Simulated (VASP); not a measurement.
Here is a VASP 6.6.1 calculation.

Contents of INCAR:

```
PREC     = Accurate       # precision mode
ENCUT    = 600            # plane-wave cutoff, eV
EDIFF    = 1E-7           # SCF threshold, eV
ISMEAR   = -1             # smearing method
SIGMA    = 0.05           # smearing width, eV
LREAL    = False          # projectors in reciprocal space
LASPH    = True           # aspherical terms in the spheres
NELM     = 80             # most SCF steps
ALGO     = Normal         # electronic algorithm
ISIF     = 3              # what is computed and relaxed
LWAVE    = False          # write WAVECAR
LCHARG   = False          # write CHGCAR
GGA      = RP             # functional
IVDW     = 12             # dispersion correction
IBRION   = 2              # ionic algorithm
NSW      = 60             # ionic steps
EDIFFG   = -0.01          # ionic threshold
```

KPOINTS

```
regular mesh
0
Gamma
  12 12 12
```

The input POSCAR:

```
Pt
1.0
   -1.5842200000      1.5842200000      1.5842200000
    1.5842200000     -1.5842200000      1.5842200000
    1.5842200000      1.5842200000     -1.5842200000
Pt
1
Direct
    0.0000000000      0.0000000000      0.0000000000
```

Potentials or basis: VASP PAW PBE potentials, release 64 (Pt).

Launch:

```sh
$ cat potpaw_PBE.64/Pt/POTCAR > POTCAR
$ mpirun -np 1 vasp_std > vasp.out
```

Estimate the band gap on the k mesh.

zero (band 5 reaches 14.57 eV, above the bottom of band 6 at 11.70 eV).

Estimate the relaxed cell.

a = 2.603 Å, b = 2.603 Å, c = 2.603 Å, α = 109.47°, β = 109.47°, γ = 109.47°.

Final structure:
```yaml
crystal:
  lattice:
    - [-1.50297, 1.50297, 1.50297]
    - [1.50297, -1.50297, 1.50297]
    - [1.50297, 1.50297, -1.50297]
  atoms:
    - { symbol: Pt, position: [0.00000, 0.00000, 0.00000] }
```

Caveat: spin-orbit coupling is left out, which moves the levels of the heavy elements.
